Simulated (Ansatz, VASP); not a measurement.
Two plane-wave programs on H

```xyz
2
Lattice="5.6985 0.0000 0.0000 -2.8493 4.9351 0.0000 0.0000 0.0000 4.2806" Properties=species:S:1:pos:R:3 pbc="T T T"
H     0.0000    3.2900    1.0701
H     2.8493    1.6450    3.2104
```

Alike in both runs: functional PBE; k mesh 6 × 6 × 6; occupations gaussian, width 0.02 eV; collinear spin.

Ansatz relaxed the structure, and its values are those at the end. VASP's run is a single point on that final structure, the one shown.

|  | VASP | Ansatz |
| --- | --- | --- |
| version | VASP 6.6.1 | Ansatz 0.2.0 |
| potentials or method | VASP PAW PBE potentials, release 64 (H), cutoff 520 eV | scalar-relativistic, plane waves, PAW |
| valence electrons in the cell | 2 | 2 |

Ansatz gave:

```
gap on the k mesh at the Fermi level (eV)                     : 6.79
least direct gap on the mesh (eV)                             : 7.19
pressure (GPa)                                                : 0.0
net moment per atom (μB)                                      : 1.00
size of the moment on the site where the two differ most (μB) : 0.96
```

Estimate VASP's values.

gap on the k mesh at the Fermi level (eV): 6.79; least direct gap on the mesh (eV): 7.18; pressure (GPa): 0.0; net moment per atom (μB): 1.00; size of the moment on the site where the two differ most (μB): 0.38.

Site moments also hang on the region over which each program counts them. Ansatz's warnings: nearly empty spin channel levels not settled, published levels not confirmed, xc potential rough in thin density.
